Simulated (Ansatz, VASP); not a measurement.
## Mo: VASP beside Ansatz

File INCAR:

```
SYSTEM = Mo
PREC = Accurate ; ENCUT = 520
EDIFF = 1E-7 ; ISMEAR = 0
SIGMA = 0.15 ; LREAL = .FALSE.
LASPH = .TRUE. ; NELM = 100
ALGO = Fast ; ISIF = 2
LWAVE = .FALSE. ; LCHARG = .TRUE.
GGA = CA ; LELF = .TRUE.
LVHAR = .TRUE. ; NBANDS = 13
```

Contents of KPOINTS:

```
Automatic mesh
0
G
  20 20 20
  0 0 0
```

Contents of POSCAR:

```
Mo
1.0
   -1.6412465169      1.6412465169      1.3845586730
    1.6412465169     -1.6412465169      1.3845586730
    1.6412465169      1.6412465169     -1.3845586730
Mo
1
Direct
    0.0000000000      0.0000000000      0.0000000000
```

Input for Ansatz:

```yaml
crystal:
  lattice:
    - [-1.6412465169, 1.6412465169, 1.384558673]
    - [1.6412465169, -1.6412465169, 1.384558673]
    - [1.6412465169, 1.6412465169, -1.384558673]
  atoms:
    - { symbol: Mo, position: [0.0, 0.0, 0.0] }
basis:
  ecutwfc: 420
kpoints:
  mp_grid: { grid: [20, 20, 20] }
hamiltonian:
  xc: lda
  pseudopotentials: { kind: paw, azcp: { folder: soft_1 } }
scf:
  occupations: { method: gaussian, width: 0.15 }
output:
  forces: true
  stress: true
  eigenvalues: true
  write_density: true
  write_potential: true
  elf: true
  volumetric_format: npy
```

Change from the starting cell: strain +e along x and -e along y +0.0000, strain +e along z and -e/2 along x and y -0.1100.

Alike in both runs: task single point; functional LDA; k mesh 20 × 20 × 20; occupations gaussian, width 0.15 eV; no spin polarisation.

|  | VASP | Ansatz |
| --- | --- | --- |
| version | VASP 6.6.1 | Ansatz 0.2.0 |
| potentials or method | VASP PAW LDA potentials, release 64 (Mo_sv), cutoff 520 eV | scalar-relativistic, plane waves, PAW |
| valence electrons in the cell | 14 | 14 |

|  | VASP | Ansatz | Ansatz less VASP |
| --- | --- | --- | --- |
| gap on the k mesh at the Fermi level (eV) | none | none | - |
| pressure (GPa) | 7.5 | 6.3 | -1.21 |
| traceless stress, the component that is largest in VASP (GPa) | 25.32 | 25.28 | -0.048 |

Ansatz warns that its potentials were made for another functional, while VASP's fit it. LDA's correlation is that of Perdew and Zunger in VASP and of Perdew and Wang (1992) in Ansatz. A gap of «none» marks a metal or a gap that the smearing closes.
